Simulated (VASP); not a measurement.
Al9H: single point with PBE

The system is Al9H, a slab with vacuum.

```xyz
20
Lattice="5.7071 0.0000 0.0000 -1.4268 9.7015 0.0000 0.0000 0.0000 22.7904" Properties=species:S:1:pos:R:3 pbc="T T T"
Al    1.4268    0.6295    4.0000
Al    4.2803    0.6295    4.0000
Al    1.4268    3.3172    4.9957
Al    4.2803    3.3172    4.9957
Al    0.0000    5.7950    5.1949
Al    2.8535    5.7950    5.1949
Al    1.4268    8.2728    5.3940
Al    4.2803    8.2728    5.3940
Al    0.0003    1.2390    6.4001
Al    2.8538    1.2390    6.4001
Al   -0.0072    3.9216    7.5233
Al    2.8463    3.9216    7.5233
Al    1.4238    6.3997    7.6799
Al    4.2774    6.3997    7.6799
Al   -0.0083    8.8388    7.8610
Al    2.8452    8.8388    7.8610
Al    1.4319    1.7599    8.7904
Al    4.2854    1.7599    8.7904
H     0.0934    8.8388   10.2004
H     2.7434    8.8388   10.2004
```

- Program: VASP 6.6.1
- Task: single point
- Functional: PBE
- Potentials or basis: VASP PAW PBE potentials, release 64 (Al, H)
- Cutoff: 520 eV
- k mesh: 5 × 3 × 1
- Occupations: gaussian, width 0.1 eV
- Spin: no spin polarisation
- Dipole correction: yes
- Further INCAR settings: LREAL = Auto; ALGO = Normal; EDIFF = 1e-07; NBANDS = 44

The largest force is 1.735 eV/Å and the band gap on the k mesh is zero (bands 28 and 29 overlap by 0.73 eV).

Forces on the atoms (eV/Å):
```
Al  -0.013  0.089  0.132
Al   0.005  0.082  0.135
Al   0.005  0.171  0.053
Al   0.015  0.178  0.054
Al  -0.008 -0.094 -0.040
Al   0.002 -0.101 -0.039
Al  -0.005 -0.164 -0.143
Al  -0.002 -0.163 -0.145
Al   0.002 -0.067  0.121
Al   0.000 -0.076  0.125
Al   0.006  0.045 -0.060
Al   0.011  0.058 -0.058
Al  -0.013 -0.115 -0.017
Al  -0.009 -0.095 -0.020
Al   0.013 -0.234  1.366
Al  -0.005 -0.231  1.371
Al  -0.020  0.017  0.284
Al   0.008  0.016  0.281
H   -0.039  0.341 -1.700
H    0.044  0.340 -1.699
```

Levels at points of the mesh, in eV from the Fermi level:
| k point | band 24 | band 25 | band 26 | band 27 | band 28 | band 29 | band 30 | band 31 | band 32 | band 33 |
| --- | --- | --- | --- | --- | --- | --- | --- | --- | --- | --- |
| (0.00, 0.00, 0.00) | -1.31 | -1.18 | -0.96 | -0.82 | -0.59 | -0.54 | 0.02 | 0.14 | 0.58 | 1.02 |

Wall time 21 min on 1 thread of AMD EPYC 7R13 Processor (Zen 3) (shared host), peak memory 1.2 GiB.
